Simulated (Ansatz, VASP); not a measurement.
## TiCo3 in VASP and in Ansatz

Contents of POSCAR:

```
TiCo3
1.0
    3.6140000000      0.0000000000      0.0000000000
    0.0000000000      3.6140000000      0.0000000000
    0.0000000000      0.0000000000      3.6140000000
Ti Co
1 3
Direct
    0.0000000000      0.0000000000      0.0000000000
    0.0000000000      0.5000000000      0.5000000000
    0.5000000000      0.0000000000      0.5000000000
    0.5000000000      0.5000000000      0.0000000000
```

The input INCAR.step1:

```
PREC = Accurate
ENCUT = 520
ISMEAR = 0
SIGMA = 0.1
LREAL = F
LASPH = T
NELM = 150
ISPIN = 2
MAGMOM = -0.74 1.48 1.48 1.48
LMAXMIX = 4
NBANDS = 32
GGA = PE
ALGO = Normal
EDIFF = 1E-4
LWAVE = T
LCHARG = F
```

INCAR.step2

```
PREC = Accurate
ENCUT = 520
EDIFF = 1E-7
ISMEAR = 0
SIGMA = 0.1
LREAL = F
LASPH = T
NELM = 150
ALGO = Normal
ISIF = 2
LWAVE = F
LCHARG = F
ISPIN = 2
MAGMOM = -0.74 1.48 1.48 1.48
LORBIT = 11
LMAXMIX = 4
METAGGA = R2SCAN
LMIXTAU = T
NBANDS = 32
ISTART = 1
```

Contents of KPOINTS:

```
regular mesh
0
Gamma
  10 10 10
```

Input for Ansatz:

```yaml
crystal:
  lattice:
    - [3.614, 0.0, 0.0]
    - [0.0, 3.614, 0.0]
    - [0.0, 0.0, 3.614]
  atoms:
    - { symbol: Ti, position: [0.0, 0.0, 0.0], spin: -0.74 }
    - { symbol: Co, position: [0.0, 0.5, 0.5], spin: 1.48 }
    - { symbol: Co, position: [0.5, 0.0, 0.5], spin: 1.48 }
    - { symbol: Co, position: [0.5, 0.5, 0.0], spin: 1.48 }
basis:
  ecutwfc: 500
kpoints:
  mp_grid: { grid: [10, 10, 10] }
hamiltonian:
  xc: r2scan
scf:
  occupations: { method: gaussian, width: 0.1 }
output:
  forces: true
  stress: true
  eigenvalues: true
  populations: true
magnetization:
  spin_polarized: true
```

Alike in both runs: task single point; functional r2SCAN; k mesh 10 × 10 × 10; occupations gaussian, width 0.1 eV; collinear spin.

```csv
,VASP,Ansatz
version,VASP 6.6.1,Ansatz 0.2.0
potentials or method,"VASP PAW PBE potentials, release 64 (Ti_sv, Co), cutoff 520 eV","scalar-relativistic, plane waves, PAW"
valence electrons in the cell,39,63
```

VASP gave:

```
gap on the k mesh at the Fermi level (eV)                     : none
pressure (GPa)                                                : -4.1
net moment per atom (μB)                                      : 0.69
size of the moment on the site where the two differ most (μB) : 0.75
```

What did Ansatz give for the same quantities?

gap on the k mesh at the Fermi level (eV): none; pressure (GPa): -4.4; net moment per atom (μB): 0.70; size of the moment on the site where the two differ most (μB): 0.68.

VASP's potentials were made for PBE, not for r2SCAN. Site moments also hang on the region over which each program counts them. A gap of «none» marks a metal or a gap that the smearing closes. With one functional, cell and mesh, what is left measures potentials, basis and numerics. VASP's potentials hold 39 valence electrons a cell and Ansatz's 63, so a difference there can come from the potentials and not from the codes. Ansatz's warnings: stability check not made.
